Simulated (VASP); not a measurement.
Input of a VASP 6.6.1 run:

The input INCAR:

```
PREC     = Accurate       # precision mode
ENCUT    = 520            # plane-wave cutoff, eV
EDIFF    = 1E-6           # SCF threshold, eV
ISMEAR   = 0              # smearing method
SIGMA    = 0.1            # smearing width, eV
LREAL    = False          # projectors in reciprocal space
LASPH    = True           # aspherical terms in the spheres
NELM     = 60             # most SCF steps
ALGO     = Normal         # electronic algorithm
ISIF     = 2              # what is computed and relaxed
LWAVE    = False          # write WAVECAR
LCHARG   = True           # write CHGCAR
GGA      = PS             # functional
LELF     = True           # ELF
LVHAR    = True         
NBANDS   = 12             # bands
```

Contents of KPOINTS:

```
regular mesh
0
Gamma
  23 23 23
```

File POSCAR:

```
Cu
1.0
    1.3914194600      1.3914194600      1.3914194600
   -1.3914194600      1.3914194600      1.3914194600
   -1.3914194600     -1.3914194600      1.3914194600
Cu
1
Direct
    0.0000000000      0.0000000000      0.0000000000
```

Potentials or basis: VASP PAW PBE potentials, release 64 (Cu).

Command:

```sh
$ cat potpaw_PBE.64/Cu/POTCAR > POTCAR
$ mpirun -np 1 vasp_std > vasp.out
```

**Question.** Estimate the pressure.

**Answer.** 10.7 GPa.

Caveat: the PAW data sets were made with another functional, which shifts forces and pressure a little.
